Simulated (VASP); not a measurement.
Au, 1 atom in the cell. It takes space group Fm-3m (No. 225, cubic). The conventional cell has a = 3.987 Å, b = 3.987 Å, c = 3.987 Å, α = 90.00°, β = 90.00°, γ = 90.00°. Au (site symmetry m-3m) has 12 Au at 2.82 Å within 3.7 Å. 

| Item | Value |
| --- | --- |
| Program | VASP 6.6.1 |
| Task | single point |
| Functional | r2SCAN50 |
| Potentials or basis | VASP PAW PBE potentials, release 64 (Au) |
| Cutoff | 520 eV |
| k mesh | 6 × 6 × 6 |
| Occupations | fermi-dirac, width 0.05 eV |
| Spin | no spin polarisation |
| Dipole correction | no |
| Grid for exact exchange (PRECFOCK) | Normal |
| Further INCAR settings | ALGO = Normal; EDIFF = 1e-06; NBANDS = 12 |

Potentials or basis: VASP PAW PBE potentials, release 64 (Au).

The run is started by

```bash
$ cat potpaw_PBE.64/Au/POTCAR > POTCAR
$ cp INCAR.step1 INCAR
$ mpirun -np 1 vasp_std > vasp.out
$ cp INCAR.step2 INCAR
$ mpirun -np 1 vasp_std > vasp.out
```

Hardware: 1 thread of Intel(R) Xeon(R) Platinum 8488C (Sapphire Rapids) (shared host).

How long does it take, and how much memory?

Run time: 7.3 min on 1 thread of Intel(R) Xeon(R) Platinum 8488C (Sapphire Rapids), with other jobs on the host, peak memory 0.16 GiB. Counts: k points 16.
